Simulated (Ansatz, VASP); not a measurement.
# One calculation of Sc, two programs

File INCAR:

```
SYSTEM = Sc
PREC     = Accurate       ! precision mode
ENCUT    = 520            ! plane-wave cutoff, eV
EDIFF    = 1E-6           ! SCF threshold, eV
ISMEAR   = -1             ! smearing method
SIGMA    = 0.03           ! smearing width, eV
LREAL    = .False.        ! projectors in reciprocal space
LASPH    = .True.         ! aspherical terms in the spheres
NELM     = 80             ! most SCF steps
ALGO     = Normal         ! electronic algorithm
ISIF     = 2              ! what is computed and relaxed
LWAVE    = .False.        ! write WAVECAR
LCHARG   = .False.        ! write CHGCAR
GGA      = PS             ! functional
NBANDS   = 12             ! bands
```

KPOINTS

```
Automatic mesh
0
Gamma
  12 12 12
  0 0 0
```

POSCAR

```
Sc
1.0
    0.0000000000      2.2780432448      2.2780432448
    2.2780432448      0.0000000000      2.2780432448
    2.2780432448      2.2780432448      0.0000000000
Sc
1
Direct
    0.0000000000      0.0000000000      0.0000000000
```

Input for Ansatz:

```yaml
crystal:
  lattice:
    - [0.0, 2.2780432448, 2.2780432448]
    - [2.2780432448, 0.0, 2.2780432448]
    - [2.2780432448, 2.2780432448, 0.0]
  atoms:
    - { symbol: Sc, position: [0.0, 0.0, 0.0] }
kpoints:
  mp_grid: { grid: [12, 12, 12] }
  band_path:
    path:
      - [0.0, 0.0, 0.0]
      - [0.5, 0.0, 0.5]
      - [0.625, 0.25, 0.625]
      - [0.375, 0.375, 0.75]
      - [0.0, 0.0, 0.0]
      - [0.5, 0.5, 0.5]
      - [0.5, 0.25, 0.75]
      - [0.5, 0.0, 0.5]
    npoints: 5
scf:
  occupations: { method: fermi_dirac, width: 0.03 }
hamiltonian:
  xc: pbesol
  pseudopotentials: { kind: all_electron, lapw: { basis_error: 0.00025 } }
output:
  forces: true
  stress: true
  eigenvalues: true
```

Change from the starting cell: volume scaled by 1.01.

Alike in both runs: task single point; functional PBEsol; k mesh 12 × 12 × 12; occupations fermi-dirac, width 0.03 eV; no spin polarisation.

|  | VASP | Ansatz |
| --- | --- | --- |
| version | VASP 6.6.1 | Ansatz 0.2.0 |
| potentials or method | VASP PAW PBE potentials, release 64 (Sc_sv), cutoff 520 eV | all-electron LAPW, scalar-relativistic |

```tsv
	VASP	Ansatz	Ansatz less VASP
pressure (GPa)	-0.1	-0.1	0.00
```

VASP's potentials were made for PBE, not for PBEsol. Ansatz ran all-electron here, and VASP with PAW potentials.
